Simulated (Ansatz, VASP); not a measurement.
## Ti: VASP beside Ansatz

The input INCAR:

```
PREC = Accurate ; ENCUT = 600
EDIFF = 1E-6 ; ISMEAR = -1
SIGMA = 0.05 ; LREAL = False
LASPH = True ; NELM = 80
ALGO = Normal ; ISIF = 3
LWAVE = False ; LCHARG = False
GGA = RP ; IBRION = 2
NSW = 80 ; EDIFFG = -0.01
```

KPOINTS

```
Automatic mesh
0
Gamma
  10 10 6
```

File POSCAR:

```
Ti
1.0
    2.9500000000      0.0000000000      0.0000000000
   -1.4750000000      2.5547749412      0.0000000000
    0.0000000000      0.0000000000      4.6800000000
Ti
2
Direct
    0.6666666667      0.3333333333      0.7500000000
    0.3333333333      0.6666666667      0.2500000000
```

Contents of input.yaml:

```yaml
crystal:
  lattice:
    - [2.95, 0.0, 0.0]
    - [-1.475, 2.5547749412, 0.0]
    - [0.0, 0.0, 4.68]
  atoms:
    - { symbol: Ti, position: [0.6666666667, 0.3333333333, 0.75] }
    - { symbol: Ti, position: [0.3333333333, 0.6666666667, 0.25] }
kpoints:
  mp_grid: { grid: [10, 10, 6] }
scf:
  occupations: { method: fermi_dirac, width: 0.05 }
hamiltonian:
  xc: rpbe
  pseudopotentials: { kind: all_electron, lapw: { basis_error: 0.001 } }
output:
  forces: true
  stress: true
relax:
  f_tol: 0.01
  max_steps: 60
  cell: {}
```

Alike in both runs: task relaxation of cell and atoms; functional RPBE; k mesh 10 × 10 × 6; occupations fermi-dirac, width 0.05 eV; no spin polarisation.

|  | VASP | Ansatz |
| --- | --- | --- |
| version | VASP 6.6.1 | Ansatz 0.2.0 |
| potentials or method | VASP PAW PBE potentials, release 64 (Ti_sv), cutoff 600 eV | all-electron LAPW, scalar-relativistic |

```csv
,VASP,Ansatz,Ansatz less VASP
relaxed volume (Å³/atom),17.86,17.90,+0.045
relaxed cell length with the largest relative difference (Å),2.964,2.968,+0.0032
```

VASP's potentials were made for PBE, not for RPBE. Ansatz ran all-electron here, and VASP with PAW potentials.
